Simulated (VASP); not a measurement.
Wanted: the native input for a VASP 6.6.1 run.

```
Task                   : electric field gradients
Functional             : PBEsol
Potentials or basis    : VASP PAW PBE potentials, release 64 (In_d, P)
Cutoff                 : 520 eV
k mesh                 : 11 × 11 × 11
Occupations            : fermi-dirac, width 0.03 eV
Spin                   : no spin polarisation
Dipole correction      : no
Further INCAR settings : ALGO = Normal; EDIFF = 1e-08; NBANDS = 16
```

The structure of InP lies in POSCAR:

```
InP
1.0
    0.0000000000      2.7972141245      2.7972141245
    2.7972141245      0.0000000000      2.7972141245
    2.7972141245      2.7972141245      0.0000000000
In P
1 1
Direct
    0.0000000000      0.0000000000      0.0000000000
    0.5000000000      0.5000000000      0.5000000000
```

This cell differs from its parent crystal: volume scaled by 0.9405.

The input as run:

INCAR

```
PREC     = Accurate       # precision mode
ENCUT    = 520            # plane-wave cutoff, eV
EDIFF    = 1E-8           # SCF threshold, eV
ISMEAR   = -1             # smearing method
SIGMA    = 0.03           # smearing width, eV
LREAL    = F              # projectors in reciprocal space
LASPH    = T              # aspherical terms in the spheres
NELM     = 80             # most SCF steps
ALGO     = Normal         # electronic algorithm
ISIF     = 2              # what is computed and relaxed
LWAVE    = F              # write WAVECAR
LCHARG   = F              # write CHGCAR
GGA      = PS             # functional
LEFG     = T            
NBANDS   = 16             # bands
```

KPOINTS

```
regular mesh
0
Gamma
  11 11 11
```

Potentials or basis: VASP PAW PBE potentials, release 64 (In_d, P).

Command:

```console
$ cat potpaw_PBE.64/In_d/POTCAR potpaw_PBE.64/P/POTCAR > POTCAR
$ mpirun -np 1 vasp_std > vasp.out
```

It gave:

```yaml
Pressure: -5.2 GPa
Band_gap_on_the_k_mesh: zero (band 9 reaches 6.88 eV, above the bottom of band 10 at 4.34 eV)
```

Caveat: without QUAD_EFG the Cq values of the log hold for a quadrupole moment of 1 mb, not for the nuclei; the PAW data sets were made with another functional, which shifts forces and pressure a little; spin-orbit coupling is left out, which moves the levels of the heavy elements.

It took 47 s on 1 thread of Intel(R) Xeon(R) Platinum 8259CL CPU @ 2.50GHz (Skylake/Cascade Lake), with other jobs on the host, peak memory 0.19 GiB.
